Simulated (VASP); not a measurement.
# EuS (Fm-3m) in VASP: further runs, part 2 of 2

VASP 6.6.1. Earlier steps stand in the parts before.

## (3) Relaxation of cell and atoms, PBE+D4, collinear spin, ferromagnetic start

The input, INCAR:

```
ALGO = Normal
EDIFF = 1E-7
EDIFFG = -0.05
ENCUT = 600
GGA = PE
GGA_COMPAT = F
IBRION = 2
ISIF = 3
ISMEAR = -1
ISPIN = 2
IVDW = 13
LASPH = T
LCHARG = F
LMAXMIX = 6
LORBIT = 11
LREAL = F
LWAVE = F
MAGMOM = 7 0
NELM = 200
NELMIN = 4
NSW = 80
PREC = Accurate
SIGMA = 0.1
```

The input, KPOINTS:

```
k-points
0
Gamma
  6 6 6
```

The input, POSCAR:

```
EuS
1.0
    4.2122350000      0.0000000000      0.0000000000
    2.1061175000      3.6479025167      0.0000000000
    2.1061175000      1.2159675056      3.4392754756
Eu S
1 1
Direct
    0.0000000000      0.0000000000      0.0000000000
    0.5000000000      0.5000000000      0.5000000000
```

Potentials or basis: VASP PAW PBE potentials, release 64 (Eu, S).

Started as:

```console
$ cat potpaw_PBE.64/Eu/POTCAR potpaw_PBE.64/S/POTCAR > POTCAR
$ mpirun -np 1 vasp_std > vasp.out
```

OUTCAR:

```text
EDIFF = 1E-7
   EDIFFG = -0.05
   ENCUT = 600
   GGA = PE
   IBRION = 2
   ISIF = 3
   ISMEAR = -1
   ISPIN = 2
   IVDW = 13
   LASPH = T
   LORBIT = 11
   LREAL = F
   NELM = 200
   NELMIN = 4
   NSW = 80
   PREC = Accurate

 ion  position               nearest neighbor table
   1  0.000  0.000  0.000-   2 2.98   2 2.98   2 2.98   2 2.98   2 2.98   2 2.98
   2  0.500  0.500  0.500-   1 2.98   1 2.98   1 2.98   1 2.98   1 2.98   1 2.98

  LATTYP: Found a face centered cubic cell.
 ALAT       =     5.9569998649

  Lattice vectors:

 A1 = (   4.2122350000,   0.0000000000,   0.0000000000)
 A2 = (   2.1061175000,   3.6479025167,   0.0000000000)
 A3 = (   2.1061175000,   1.2159675056,   3.4392754756)

Analysis of symmetry for initial positions (statically):
=====================================================================
 Subroutine PRICEL returns:
 Original cell was already a primitive cell.

 Routine SETGRP: Setting up the symmetry group for a
 face centered cubic supercell.

 Subroutine GETGRP returns: Found 48 space group operations
 (whereof 48 operations were pure point group operations)
 out of a pool of 48 trial point group operations.

The static configuration has the point symmetry O_h .

Analysis of symmetry for dynamics (positions and initial velocities):
=====================================================================
 Subroutine PRICEL returns:
 Original cell was already a primitive cell.

 Routine SETGRP: Setting up the symmetry group for a
 face centered cubic supercell.

 Subroutine GETGRP returns: Found 48 space group operations
 (whereof 48 operations were pure point group operations)
 out of a pool of 48 trial point group operations.

The dynamic configuration has the point symmetry O_h .

Analysis of structural, dynamic, and magnetic symmetry:
=====================================================================
 Subroutine PRICEL returns:
 Original cell was already a primitive cell.

 Routine SETGRP: Setting up the symmetry group for a
 face centered cubic supercell.

 Subroutine GETGRP returns: Found 48 space group operations
 (whereof 48 operations were pure point group operations)
 out of a pool of 48 trial point group operations.

The overall configuration has the point symmetry O_h .

 Subroutine INISYM returns: Found 48 space group operations
 (whereof 48 operations are pure point group operations),
 and found     1 'primitive' translations

----------------------------------------------------------------------------------------

                                     Primitive cell

  volume of cell :      52.8473

  direct lattice vectors                    reciprocal lattice vectors
     4.212235000  0.000000000  0.000000000     0.237403659 -0.137065066 -0.096919638
     2.106117500  3.647902517  0.000000000     0.000000000  0.274130132 -0.096919638
     2.106117500  1.215967506  3.439275476     0.000000000  0.000000000  0.290758913

  length of vectors
     4.212235000  4.212235000  4.212235000     0.290758913  0.290758913  0.290758913

  position of ions in fractional coordinates (direct lattice)
     0.000000000  0.000000000  0.000000000
     0.500000000  0.500000000  0.500000000

  ion indices of the primitive-cell ions
   primitive index   ion index
                 1           1
                 2           2

[... 30 lines left out ...]
  0.333333  0.000000  0.000000      8.000000
  0.500000 -0.000000  0.000000      4.000000
  0.166667  0.166667 -0.000000      6.000000
  0.333333  0.166667  0.000000     24.000000
[... 8 lines left out ...]
 -0.333333  0.333333  0.166667     24.000000
 -0.333333  0.500000  0.166667     12.000000
   k-points           NKPTS =     16   k-points in BZ     NKDIM =     16   number of bands    NBANDS=     19
   number of dos      NEDOS =    301   number of ions     NIONS =      2
   total plane-waves  NPLWV =  46656
   dimension x,y,z NGX =    36 NGY =   36 NGZ =   36
   dimension x,y,z NGXF=    72 NGYF=   72 NGZF=   72
   ions per type =               1   1
   NGX,Y,Z   is equivalent  to a cutoff of  14.21, 14.21, 14.21 a.u.
   NGXF,Y,Z  is equivalent  to a cutoff of  28.42, 28.42, 28.42 a.u.
 SYSTEM =  unknown system
   PREC   = accura    normal or accurate (medium, high low for compatibility)
   ISTART =      0    job   : 0-new  1-cont  2-samecut
   ICHARG =      2    charge: 1-file 2-atom 10-const
   ISPIN  =      2    spin polarized calculation?
   LNONCOLLINEAR =      F non collinear calculations
   LSORBIT =      F    spin-orbit coupling
   LASPH  =      T    aspherical Exc in radial PAW
   ENCUT  =  600.0 eV  44.10 Ry    6.64 a.u.   8.41  8.41  8.41*2*pi/ulx,y,z
   NELM   =    200;   NELMIN=  4; NELMDL= -5     # of ELM steps
   EDIFF  = 0.1E-06   stopping-criterion for ELM
   LREAL  =      F    real-space projection
   EDIFFG = -.5E-01   stopping-criterion for IOM
   NSW    =     80    number of steps for IOM
   IBRION =      2    ionic relax: 0-MD 1-quasi-New 2-CG
   NFREE  =      1    steps in history (QN), initial steepest desc. (CG)
   ISIF   =      3    stress and relaxation
   ISYM   =      2    0-nonsym 1-usesym 2-fastsym
   POTIM  = 0.5000    time-step for ionic-motion
   TEBEG  =    0.0;   TEEND  =   0.0 temperature during run
   PSTRESS=    0.0 pullay stress
   NELECT =      23.0000    total number of electrons
   NUPDOWN=      -1.0000    fix difference up-down
   EMIN   =  10.00;   EMAX   =-10.00  energy-range for DOS
   EFERMI =   0.00;   METHOD = LEGACY
   ISMEAR =    -1;   SIGMA  =   0.10  broadening in eV -4-tet -1-fermi 0-gaus
   EFERMI_NEDOS =   21; number of points for ismear=-14 and -15
   IALGO  =     38    algorithm
   IMIX   =      4    mixing-type and parameters
     AMIX     =   0.40;   BMIX     =  1.00
     AMIX_MAG =   1.60;   BMIX_MAG =  1.00
  volume/ion in A,a.u.               =      26.42       178.32
  Fermi-wavevector in a.u.,A,eV,Ry     =   1.240633  2.344456 20.941668  1.539169
  Thomas-Fermi vector in A             =   2.375065
   LORBIT       =     11    0 simple, 1 ext, 2 COOP (PROOUT), +10 PAW based schemes
   GGA     = PE    functional components
   LHFCALC =     F    Hartree Fock is set to
   AEXX    =    0.0000 exact exchange contribution
   IVDW    =    13    specifies the selected vdW correction
   LEPSILON=     F    determine dielectric tensor
   LRPA    =     F    only Hartree local field effects (RPA)
 conjugate gradient relaxation of ions
 spin polarized calculation
  energy-cutoff  :      600.00
  volume of cell :       52.85
 maximum number of plane-waves:      1807
 NGX is ok and might be reduce to    36
   NGX = 17   NGY = 17   NGZ = 17

--------------------------------------- Ionic step        1  -------------------------------------------

 number of electron      22.9999997 magnetization       6.9528272

 Free energy of the ion-electron system (eV)
  ---------------------------------------------------
  ext. energy  EPLUGINS =         0.00000000
  ---------------------------------------------------
  free energy    TOTEN  =       -19.92336596 eV

  energy without entropy =      -19.87301172  energy(sigma->0) =      -19.89818884

 E-fermi :   4.3999     XC(G=0):  -9.6412

 val. band max:        4.2936308241   @ k =   0.0000   0.0000   0.0000
 cond. band min:       4.4736765978   @ k =   0.3333   0.3333   0.0000
 fundamental gap:      0.1800457736
 Fermi energy:         4.3999114453

 spin component 1

 k-point     1 :       0.0000    0.0000    0.0000
  band No.  band energies     occupation
      1     -37.2578      1.00000
      2     -15.9607      1.00000
      3     -15.9607      1.00000
      4     -15.9607      1.00000
      5      -9.1795      1.00000
      6       1.5179      1.00000
[... 777 lines left out ...]
--------------------------------------- Ionic step        3  -------------------------------------------

 number of electron      22.9999999 magnetization      -6.9160161

 Free energy of the ion-electron system (eV)
  ---------------------------------------------------
  ext. energy  EPLUGINS =         0.00000000
  ---------------------------------------------------
  free energy    TOTEN  =       -19.93898745 eV

  energy without entropy =      -19.88411006  energy(sigma->0) =      -19.91154876

 E-fermi :   4.9832     XC(G=0): -10.1273

 val. band max:        4.8486121298   @ k =   0.3333   0.3333   0.0000
 cond. band min:       4.9854353237   @ k =   0.0000   0.0000   0.0000
 fundamental gap:      0.1368231940
 Fermi energy:         4.9832328691

 spin component 1

 k-point     1 :       0.0000    0.0000    0.0000
  band No.  band energies     occupation
      1     -33.4869      1.00000
      2     -12.9753      1.00000
      3     -12.9753      1.00000
      4     -12.9753      1.00000
      5      -8.8166      1.00000
      6       2.2704      1.00000
[... 729 lines left out ...]
  FREE ENERGIE OF THE ION-ELECTRON SYSTEM (eV)
  ---------------------------------------------------
  free  energy   TOTEN  =       -20.5777141314 eV

  energy  without entropy=      -20.5228367338  energy(sigma->0) =      -20.55027543

 reached required accuracy - stopping structural energy minimisation

 total charge

# of ion       s       p       d       f       tot
--------------------------------------------------
    1        2.032   5.760   0.380   6.598  14.769
    2        1.318   2.460   0.000   0.000   3.777
--------------------------------------------------
tot          3.349   8.220   0.380   6.598  18.547

 magnetization (x)

# of ion       s       p       d       f       tot
--------------------------------------------------
    1        0.014   0.110  -0.103  -6.556  -6.535
    2        0.008   0.066   0.000   0.000   0.074
--------------------------------------------------
tot          0.022   0.176  -0.103  -6.556  -6.461
```

OSZICAR:

```text
N       E                     dE             d eps       ncg     rms          rms(c)
DAV:   1     0.155677551821E+03    0.15568E+03   -0.97777E+03  1510   0.565E+03
DAV:   2     0.134712921720E+02   -0.14221E+03   -0.12543E+03  1631   0.358E+02
DAV:   3    -0.151345288227E+02   -0.28606E+02   -0.27894E+02  1812   0.157E+02
DAV:   4    -0.174391109777E+02   -0.23046E+01   -0.22885E+01  2290   0.346E+01
[... 59 lines left out ...]
DAV:   9    -0.199389886700E+02    0.71799E-05   -0.40929E-05  2072   0.110E-01    0.418E-02
DAV:  10    -0.199389878251E+02    0.84483E-06   -0.87942E-06  2255   0.376E-02    0.166E-02
DAV:  11    -0.199389874439E+02    0.38118E-06   -0.18301E-06  2144   0.208E-02    0.984E-03
DAV:  12    -0.199389874544E+02   -0.10422E-07   -0.83492E-08  1222   0.197E-03
   3 F= -.20577714E+02 E0= -.20550275E+02  d E =-.790198E-01  mag=    -6.9161
```

Wall time 9.9 min (1 thread of Intel Xeon 8259CL, shared host); peak memory 0.28 GiB.

What came out:

| Quantity | Value |
| --- | --- |
| Free energy | -20.5777 eV |
| Relaxed volume | 23.92 Å³/atom |
| Relaxed cell | a = 4.075 Å, b = 4.075 Å, c = 4.075 Å, α = 60.00°, β = 60.00°, γ = 60.00° |
| Space group after relaxing (to 0.1 Å) | Fm-3m (No. 225) |
| Energy gained by relaxing | 39.5 meV/atom |
| Ionic steps | 3 |
| Pressure after relaxing | 0.0 GPa |
| Net moment | -6.92 μB per cell |
| Site moments | Eu -6.54; S +0.07 μB |
| Valence electrons inside the program's atomic spheres | Eu 14.77; S 3.78 |
| Dispersion energy per atom | -0.319 eV |

Step by step:
```tsv
step	energy change (eV)	largest force (eV/Å)	pressure (GPa)	volume (Å³)
1	0.0000	0.0000	-4.62	52.85
2	-0.0775	0.0000	0.79	47.23
3	-0.0790	0.0000	0.03	47.85
```

Final structure:
```
CELL_PARAMETERS angstrom
4.07491 0.00000 0.00000
2.03746 3.52898 0.00000
2.03746 1.17633 3.32715
ATOMIC_POSITIONS crystal
Eu 0.00000 0.00000 0.00000
S 0.50000 0.50000 0.50000
```

Caveat: spin-orbit coupling is left out, which moves the levels of the heavy elements; a cell with one magnetic atom can't hold antiferromagnetic order, which such compounds often take; semilocal functionals describe open f shells poorly, which spoils levels, moments and volumes. The state reached can hang on the start; a lower one may exist.
